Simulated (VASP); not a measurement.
# Se (I4_1/amd) in VASP: a series of runs

Se is run at these levels: PBE; tasks: single point, relaxation of cell and atoms.

All numbers are computed with VASP 6.6.1; they aren't measurements. Logs are shortened: lines on timing, memory, paths and dates and some standing lists are left out, and cuts for length are marked.

## Step 1: The cell of the first run

Symmetry: I4_1/amd, No. 141, tetragonal system. Conventional cell: a = 5.411 Å, b = 5.411 Å, c = 3.115 Å, α = 90.00°, β = 90.00°, γ = 90.00°. Se (site symmetry -4m2) has 10 Se at 2.82 to 3.57 Å within 3.7 Å.

## Step 2: Single point, PBE

The input, INCAR:

```
PREC = Accurate ; ENCUT = 520
EDIFF = 1E-7 ; ISMEAR = 0
SIGMA = 0.1 ; LREAL = False
LASPH = True ; NELM = 80
ALGO = Normal ; ISIF = 2
LWAVE = False ; LCHARG = False
GGA = PE ; NBANDS = 13
```

The input, KPOINTS:

```
Automatic mesh
0
Gamma
  6 6 6
```

The input, POSCAR:

```
Se
1.0
   -2.7052846150      2.7052846150      1.5575513084
    2.7052846150     -2.7052846150      1.5575513084
    2.7052846150      2.7052846150     -1.5575513084
Se
2
Direct
    0.0000000000      0.0000000000      0.0000000000
    0.7500000000      0.2500000000      0.5000000000
```

Potentials or basis: VASP PAW PBE potentials, release 64 (Se).

On the command line:

```
$ cat potpaw_PBE.64/Se/POTCAR > POTCAR
$ mpirun -np 1 vasp_std > vasp.out
```

OUTCAR:

```text
PREC = Accurate
   ENCUT = 520
   EDIFF = 1E-7
   ISMEAR = 0
   LREAL = False
   LASPH = True
   NELM = 80
   ISIF = 2
   GGA = PE

 ion  position               nearest neighbor table
   1  0.000  0.000  0.000-
   2  0.750  0.250  0.500-

  LATTYP: Found a body centered tetragonal cell.
 ALAT       =     5.4105692300
 C/A-ratio  =     0.5757439715

  Lattice vectors:

 A1 = (  -2.7052846150,   2.7052846150,   1.5575513084)
 A2 = (   2.7052846150,  -2.7052846150,   1.5575513084)
 A3 = (   2.7052846150,   2.7052846150,  -1.5575513084)

Analysis of symmetry for initial positions (statically):
=====================================================================
 Subroutine PRICEL returns:
 Original cell was already a primitive cell.

 Routine SETGRP: Setting up the symmetry group for a
 body centered tetragonal supercell.

 Subroutine GETGRP returns: Found 16 space group operations
 (whereof  8 operations were pure point group operations)
 out of a pool of 16 trial point group operations.

The static configuration has the point symmetry D_2d.
 The point group associated with its full space group is D_4h.

Analysis of symmetry for dynamics (positions and initial velocities):
=====================================================================
 Subroutine PRICEL returns:
 Original cell was already a primitive cell.

 Routine SETGRP: Setting up the symmetry group for a
 body centered tetragonal supercell.

 Subroutine GETGRP returns: Found 16 space group operations
 (whereof  8 operations were pure point group operations)
 out of a pool of 16 trial point group operations.

The dynamic configuration has the point symmetry D_2d.
 The point group associated with its full space group is D_4h.

 Subroutine INISYM returns: Found 16 space group operations
 (whereof  8 operations are pure point group operations),
 and found     1 'primitive' translations

----------------------------------------------------------------------------------------

                                     Primitive cell

  volume of cell :      45.5962

  direct lattice vectors                    reciprocal lattice vectors
    -2.705284615  2.705284615  1.557551308     0.000000000  0.184823437  0.321016712
     2.705284615 -2.705284615  1.557551308     0.184823437  0.000000000  0.321016712
     2.705284615  2.705284615 -1.557551308     0.184823437  0.184823437  0.000000000

  length of vectors
     4.130750026  4.130750026  4.130750026     0.370420615  0.370420615  0.261379811

  position of ions in fractional coordinates (direct lattice)
     0.000000000  0.000000000  0.000000000
     0.750000000  0.250000000  0.500000000

  ion indices of the primitive-cell ions
   primitive index   ion index
                 1           1
                 2           2

----------------------------------------------------------------------------------------

 KPOINTS: Automatic mesh

Automatic generation of k-mesh.
 Grid dimensions read from file:
 generate k-points for:    6    6    6

 Generating k-lattice:

  Cartesian coordinates                     Fractional coordinates (reciprocal lattice)
     0.000000000  0.030803906  0.053502785     0.166666667  0.000000000  0.000000000
     0.030803906  0.000000000  0.053502785     0.000000000  0.166666667  0.000000000
     0.030803906  0.030803906  0.000000000     0.000000000  0.000000000  0.166666667

  Length of vectors
     0.061736769  0.061736769  0.043563302

  Shift w.r.t. Gamma in fractional coordinates (k-lattice)
     0.000000000  0.000000000  0.000000000

 Subroutine IBZKPT returns following result:
 ===========================================

 Found     30 irreducible k-points:

 Following reciprocal coordinates:
            Coordinates               Weight
  0.000000  0.000000  0.000000      1.000000
  0.166667  0.000000 -0.000000      8.000000
  0.333333  0.000000 -0.000000      8.000000
  0.500000  0.000000 -0.000000      4.000000
  0.166667  0.166667 -0.000000      8.000000
  0.333333  0.166667 -0.000000     16.000000
[... 16 lines left out ...]
 -0.333333 -0.333333  0.166667      8.000000
 -0.166667 -0.333333  0.166667      8.000000
 [... further k-points ...]
   k-points           NKPTS =     30   k-points in BZ     NKDIM =     30   number of bands    NBANDS=     13
   number of dos      NEDOS =    301   number of ions     NIONS =      2
   total plane-waves  NPLWV =  32768
   dimension x,y,z NGX =    32 NGY =   32 NGZ =   32
   dimension x,y,z NGXF=    64 NGYF=   64 NGZF=   64
   ions per type =               2
   NGX,Y,Z   is equivalent  to a cutoff of  12.88, 12.88, 12.88 a.u.
   NGXF,Y,Z  is equivalent  to a cutoff of  25.76, 25.76, 25.76 a.u.
 SYSTEM =  unknown system
   PREC   = accura    normal or accurate (medium, high low for compatibility)
   ISTART =      0    job   : 0-new  1-cont  2-samecut
   ICHARG =      2    charge: 1-file 2-atom 10-const
   ISPIN  =      1    spin polarized calculation?
   LNONCOLLINEAR =      F non collinear calculations
   LSORBIT =      F    spin-orbit coupling
   LASPH  =      T    aspherical Exc in radial PAW
   ENCUT  =  520.0 eV  38.22 Ry    6.18 a.u.   7.68  7.68  7.68*2*pi/ulx,y,z
   NELM   =     80;   NELMIN=  2; NELMDL= -5     # of ELM steps
   EDIFF  = 0.1E-06   stopping-criterion for ELM
   LREAL  =      F    real-space projection
   EDIFFG = 0.1E-05   stopping-criterion for IOM
   NSW    =      0    number of steps for IOM
   IBRION =     -1    ionic relax: 0-MD 1-quasi-New 2-CG
   NFREE  =      0    steps in history (QN), initial steepest desc. (CG)
   ISIF   =      2    stress and relaxation
   ISYM   =      2    0-nonsym 1-usesym 2-fastsym
   POTIM  = 0.5000    time-step for ionic-motion
   TEBEG  =    0.0;   TEEND  =   0.0 temperature during run
   PSTRESS=    0.0 pullay stress
   NELECT =      12.0000    total number of electrons
   NUPDOWN=      -1.0000    fix difference up-down
   EMIN   =  10.00;   EMAX   =-10.00  energy-range for DOS
   EFERMI =   0.00;   METHOD = LEGACY
   ISMEAR =     0;   SIGMA  =   0.10  broadening in eV -4-tet -1-fermi 0-gaus
   EFERMI_NEDOS =   21; number of points for ismear=-14 and -15
   IALGO  =     38    algorithm
   IMIX   =      4    mixing-type and parameters
     AMIX     =   0.40;   BMIX     =  1.00
     AMIX_MAG =   1.60;   BMIX_MAG =  1.00
  volume/ion in A,a.u.               =      22.80       153.85
  Fermi-wavevector in a.u.,A,eV,Ry     =   1.049122  1.982552 14.975335  1.100656
  Thomas-Fermi vector in A             =   2.184071
   LORBIT       =      0    0 simple, 1 ext, 2 COOP (PROOUT), +10 PAW based schemes
   GGA     = PE    functional components
   LHFCALC =     F    Hartree Fock is set to
   AEXX    =    0.0000 exact exchange contribution
   IVDW    =     0    specifies the selected vdW correction
   LEPSILON=     F    determine dielectric tensor
   LRPA    =     F    only Hartree local field effects (RPA)
 non-spin polarized calculation
 Gauss-broadening in eV      SIGMA  =   0.10
  energy-cutoff  :      520.00
  volume of cell :       45.60
 maximum number of plane-waves:      1253
   NGX = 15   NGY = 15   NGZ = 15

 number of electron      11.9999999 magnetization

 Free energy of the ion-electron system (eV)
  ---------------------------------------------------
  ext. energy  EPLUGINS =         0.00000000
  ---------------------------------------------------
  free energy    TOTEN  =        -6.19318165 eV

  energy without entropy =       -6.18889153  energy(sigma->0) =       -6.19103659

 E-fermi :   4.6379     XC(G=0):  -9.9471

 val. band max:        4.5575461767   @ k =   0.5000   0.5000   0.1667
 cond. band min:       4.7080272033   @ k =   0.5000   0.0000  -0.0000
 fundamental gap:      0.1504810266
 Fermi energy:         4.6379292263

 k-point     1 :       0.0000    0.0000    0.0000
  band No.  band energies     occupation
      1     -11.2254      2.00000
      2      -6.4643      2.00000
      3       0.0390      2.00000
      4       0.0390      2.00000
      5       5.6278      0.00000
      6       5.7151      0.00000
      7       6.4003      0.00000
      8       6.4003      0.00000
      9       7.9997      0.00000
     10      12.6833      0.00000
     11      13.7099      0.00000
     12      13.7982      0.00000
     13      14.8546      0.00000

 k-point     2 :       0.1667    0.0000   -0.0000
  band No.  band energies     occupation
      1     -10.8154      2.00000
      2      -6.5619      2.00000
      3       0.0588      2.00000
      4       0.6982      2.00000
      5       3.5504      2.00000
      6       4.0204      2.00000
      7       5.7704      0.00000
      8       6.2391      0.00000
      9       8.8562      0.00000
     10      12.6950      0.00000
     11      13.5625      0.00000
     12      14.2270      0.00000
     13      15.6365      0.00000

 k-point     3 :       0.3333    0.0000   -0.0000
  band No.  band energies     occupation
      1      -9.7324      2.00000
      2      -6.8056      2.00000
      3       0.1931      2.00000
      4       0.3515      2.00000
      5       1.2765      2.00000
      6       2.9786      2.00000
      7       4.8553      0.00211
      8       5.5432      0.00000
      9      10.8896      0.00000
     10      11.1338      0.00000
     11      13.0731      0.00000
     12      15.4292      0.00000
     13      16.5525      0.00000

 k-point     4 :       0.5000    0.0000   -0.0000
  band No.  band energies     occupation
      1      -8.8547      2.00000
      2      -7.1361      2.00000
      3      -0.9268      2.00000
      4       0.3199      2.00000
      5       0.5353      2.00000
      6       3.5377      2.00000
      7       4.7080      0.32152
      8       5.0331      0.00000
      9      11.3331      0.00000
     10      11.8008      0.00000
     11      13.4437      0.00000
     12      15.8133      0.00000
     13      16.4850      0.00000

 k-point     5 :       0.1667    0.1667   -0.0000
  band No.  band energies     occupation
      1      -9.9124      2.00000
      2      -6.5346      2.00000
      3       0.2122      2.00000
      4       0.8406      2.00000
      5       1.6776      2.00000
      6       1.7318      2.00000
      7       5.4656      0.00000
      8       5.5575      0.00000
      9      10.1086      0.00000
     10      11.4445      0.00000
     11      11.8216      0.00000
     12      16.4806      0.00000
     13      16.9612      0.00000
[... 257 lines left out ...]
 k-point    22 :      -0.1667    0.5000    0.1667
  band No.  band energies     occupation
      1      -8.9207      2.00000
      2      -7.6244      2.00000
      3      -0.6136      2.00000
      4      -0.5513      2.00000
      5       1.5380      2.00000
      6       2.2800      2.00000
      7       6.0372      0.00000
      8       6.1811      0.00000
      9      12.3767      0.00000
     10      12.6520      0.00000
     11      14.9004      0.00000
     12      16.2398      0.00000
     13      17.0957      0.00000

 k-point    23 :      -0.3333   -0.3333    0.1667
  band No.  band energies     occupation
      1      -8.7156      2.00000
      2      -7.7428      2.00000
      3      -1.0487      2.00000
      4      -0.2750      2.00000
      5       0.6313      2.00000
      6       2.5824      2.00000
      7       6.4885      0.00000
      8       6.6021      0.00000
      9      12.3850      0.00000
     10      12.6195      0.00000
     11      15.5360      0.00000
     12      16.6427      0.00000
     13      17.5523      0.00000

 k-point    24 :      -0.1667   -0.3333    0.1667
  band No.  band energies     occupation
      1      -9.0869      2.00000
      2      -6.6902      2.00000
      3      -0.8372      2.00000
      4       0.2466      2.00000
      5       0.9043      2.00000
      6       1.4250      2.00000
      7       5.4214      0.00000
      8       5.7416      0.00000
      9      11.6559      0.00000
     10      11.6853      0.00000
     11      12.9727      0.00000
     12      16.6793      0.00000
     13      17.0325      0.00000

 [... further k-points ...]

------------------------ aborting loop because EDIFF is reached ----------------------------------------

  FORCE on cell =-STRESS in cart. coord.  units (eV):
  Direction    XX          YY          ZZ          XY          YZ          ZX
  --------------------------------------------------------------------------------------
  -------------------------------------------------------------------------------------
  Total        0.0048607      0.0048607     -0.0940547      0.0000000     -0.0000000      0.0000000
  in kB        0.1707971      0.1707971     -3.3049346      0.0000000     -0.0000000      0.0000000
  external PRESSURE =      -0.9877801 kB  Pullay stress =       0.0000000 kB

 VOLUME and BASIS-vectors are now :
 -----------------------------------------------------------------------------
  energy-cutoff  :      520.00
  volume of cell :       45.60
      direct lattice vectors                 reciprocal lattice vectors
    -2.705284615  2.705284615  1.557551308     0.000000000  0.184823437  0.321016712
     2.705284615 -2.705284615  1.557551308     0.184823437  0.000000000  0.321016712
     2.705284615  2.705284615 -1.557551308     0.184823437  0.184823437  0.000000000

 POSITION                                       TOTAL-FORCE (eV/Angst)
 -----------------------------------------------------------------------------------
      0.00000      0.00000      0.00000         0.000000     -0.000000     -0.000000
      0.00000      2.70528      0.77878        -0.000000      0.000000      0.000000
 -----------------------------------------------------------------------------------
    total drift:                                0.000000     -0.000000      0.000000

  FREE ENERGIE OF THE ION-ELECTRON SYSTEM (eV)
  ---------------------------------------------------
  free  energy   TOTEN  =        -6.1931816469 eV

  energy  without entropy=       -6.1888915335  energy(sigma->0) =       -6.19103659
```

It took 6.6 s on 1 thread of Intel Xeon 6975P-C (Granite Rapids), shared host; peak memory 0.17 GiB.

Results:

```yaml
Free_energy: -6.1932 eV
Pressure: -0.1 GPa
Band_gap_on_the_k_mesh: zero (bands 6 and 7 overlap by 1.63 eV)
```

Stress tensor (GPa, compression positive):
```
 0.02  0.00  0.00
 0.00  0.02  0.00
 0.00  0.00 -0.33
```

Levels at points of the mesh, in eV from the Fermi level:
```tsv
k point	band 4	band 5	band 6	band 7	band 8	band 9
(0.00, 0.00, 0.00)	-4.60	0.99	1.08	1.76	1.76	3.36
(0.50, 0.00, 0.00)	-4.32	-4.10	-1.10	0.07	0.40	6.70
(0.50, 0.50, 0.00)	-2.54	-2.22	-2.22	1.14	1.14	7.68
(0.50, 0.50, 0.50)	-6.76	0.46	0.46	3.35	3.35	9.19
```

Caveat: the k points lie up to 0.39 Å⁻¹ apart, too coarse for converged energies and pressures of a metal.

## Step 3: Single point, PBE

This run uses another cell than the first one, of 27.08 Å³/atom.

The input, INCAR:

```
ALGO     = Normal         # electronic algorithm
EDIFF    = 1E-6           # SCF threshold, eV
ENCUT    = 520            # plane-wave cutoff, eV
GGA      = PE             # functional
ISIF     = 2              # what is computed and relaxed
ISMEAR   = 0              # smearing method
LASPH    = True           # aspherical terms in the spheres
LCHARG   = False          # write CHGCAR
LREAL    = False          # projectors in reciprocal space
LWAVE    = False          # write WAVECAR
NBANDS   = 13             # bands
NELM     = 80             # most SCF steps
PREC     = Accurate       # precision mode
SIGMA    = 0.1            # smearing width, eV
```

The input, KPOINTS:

```
k-points
0
Gamma
  6 6 6
```

The input, POSCAR:

```
Se
1.0
   -2.9168893579      2.9168893579      1.5912169889
    2.9168893579     -2.9168893579      1.5912169889
    2.9168893579      2.9168893579     -1.5912169889
Se
2
Direct
    0.0000000000      0.0000000000      0.0000000000
    0.7500000000      0.2500000000      0.5000000000
```

Potentials or basis: VASP PAW PBE potentials, release 64 (Se).

On the command line:

```
$ cat potpaw_PBE.64/Se/POTCAR > POTCAR
$ mpirun -np 1 vasp_std > vasp.out
```

Wall time 8.3 s (1 thread of Intel Xeon 6975P-C (Granite Rapids), shared host); peak memory 0.2 GiB.

Results (log left out):

```
Free energy            : -5.9071 eV
Pressure               : -8.1 GPa
Band gap on the k mesh : zero (bands 6 and 7 overlap by 1.71 eV)
```

Stress tensor (GPa, compression positive):
```
-9.35  0.00  0.00
 0.00 -9.35  0.00
 0.00  0.00 -5.66
```

Levels at points of the mesh, in eV from the Fermi level:
```csv
k point,band 3,band 4,band 5,band 6,band 7,band 8,band 9,band 10
"(0.00, 0.00, 0.00)",-3.61,-3.61,1.33,1.33,1.33,1.38,4.28,7.33
"(0.50, 0.00, 0.00)",-4.44,-3.30,-3.11,-0.81,0.01,0.79,6.86,6.89
"(0.50, 0.50, 0.00)",-1.95,-1.95,-1.89,-1.89,1.41,1.41,8.43,8.43
"(0.50, 0.50, 0.50)",-5.22,-5.22,1.06,1.06,2.40,2.40,9.10,9.10
```

Caveat: the k points lie up to 0.37 Å⁻¹ apart, too coarse for converged energies and pressures of a metal.

## Step 4: Relaxation of cell and atoms, PBE

This run uses another cell than the first one, of 27.08 Å³/atom.

The input, INCAR:

```
SYSTEM = Se
PREC = Accurate
ENCUT = 600
EDIFF = 1E-6
ISMEAR = 0
SIGMA = 0.1
LREAL = .False.
LASPH = .True.
NELM = 100
ALGO = Normal
ISIF = 3
LWAVE = .False.
LCHARG = .False.
GGA = PE
IBRION = 2
NSW = 90
EDIFFG = -0.04
```

The input, KPOINTS:

```
regular mesh
0
Gamma
  6 6 6
  0 0 0
```

POSCAR is that of step 3.

On the command line:

```
$ cat potpaw_PBE.64/Se/POTCAR > POTCAR
$ mpirun -np 1 vasp_std > vasp.out
```

Run time: 35 s. Hardware: 1 thread of Intel Xeon 6975P-C (Granite Rapids), shared host; peak memory 0.21 GiB.

The run converged. Its results:

```yaml
Free_energy: -6.1938 eV
Relaxed_volume: 22.77 Å³/atom
Relaxed_cell: a = 4.133 Å, b = 4.133 Å, c = 4.133 Å, α = 98.10°, β = 98.10°, γ = 135.90°
Space_group_after_relaxing_to_0.1_Å: I4_1/amd (No. 141)
Energy_gained_by_relaxing: 143.3 meV/atom
Ionic_steps: 6
Pressure_after_relaxing: -0.1 GPa
Band_gap_on_the_k_mesh: zero (bands 6 and 7 overlap by 1.69 eV)
```

The path:
```
step  energy change (eV)  largest force (eV/Å)  pressure (GPa)  volume (Å³)
   1              0.0000                0.0000           -8.13        54.15
   2             -0.2773                0.0000            2.07        44.07
   3             -0.2842                0.0000            0.17        45.19
   4             -0.2841                0.0000           -0.07        45.36
   5             -0.2860                0.0000           -0.10        45.44
   6             -0.2867                0.0000           -0.10        45.55
```

Final structure:
```
CELL_PARAMETERS angstrom
-2.70899 2.70899 1.55163
2.70899 -2.70899 1.55163
2.70899 2.70899 -1.55163
ATOMIC_POSITIONS crystal
Se 0.00000 0.00000 0.00000
Se 0.75000 0.25000 0.50000
```

Levels at points of the mesh, in eV from the Fermi level:
```
           k point  band 2  band 3  band 4  band 5  band 6  band 7  band 8  band 9  band 10
(0.00, 0.00, 0.00)  -11.12   -4.60   -4.60    1.06    1.14    1.76    1.76    3.35     8.10
(0.50, 0.00, 0.00)  -11.75   -5.57   -4.29   -4.12   -1.10    0.07    0.41    6.69     7.15
(0.50, 0.50, 0.00)  -13.99   -2.54   -2.54   -2.24   -2.24    1.19    1.19    7.74     7.74
(0.50, 0.50, 0.50)  -13.50   -6.75   -6.75    0.53    0.53    3.33    3.33    9.25     9.25
```

Caveat: the k points lie up to 0.39 Å⁻¹ apart in the final cell, too coarse for converged energies and pressures of a metal; the volume moved by over 15 % at a fixed basis, so the end points are rough.

## Step 5: Overview

```tsv
task	cell	cutoff (eV)	gap on the mesh (eV)	pressure (GPa)
single point	a = 4.131 Å, angles 98.2, 98.2, 135.7°, 2 atoms	520	none	-0.1
single point	a = 4.421 Å, angles 97.4, 97.4, 137.8°, 2 atoms	520	none	-8.1
relaxation of cell and atoms	relaxed from a = 4.421 Å, angles 97.4, 97.4, 137.8°, 2 atoms	600	none	-0.1
```

Alike in all rows: level PBE; potentials or basis VASP PAW PBE potentials, release 64 (Se); no spin polarisation; k mesh 6 × 6 × 6; smearing gaussian 0.1 eV.

Caveats: all runs use coarse meshes; the volume moved by over 15 % at a fixed basis, so the end points are rough (at least some runs).

Absolute energies hang on the potentials; compare differences alone.
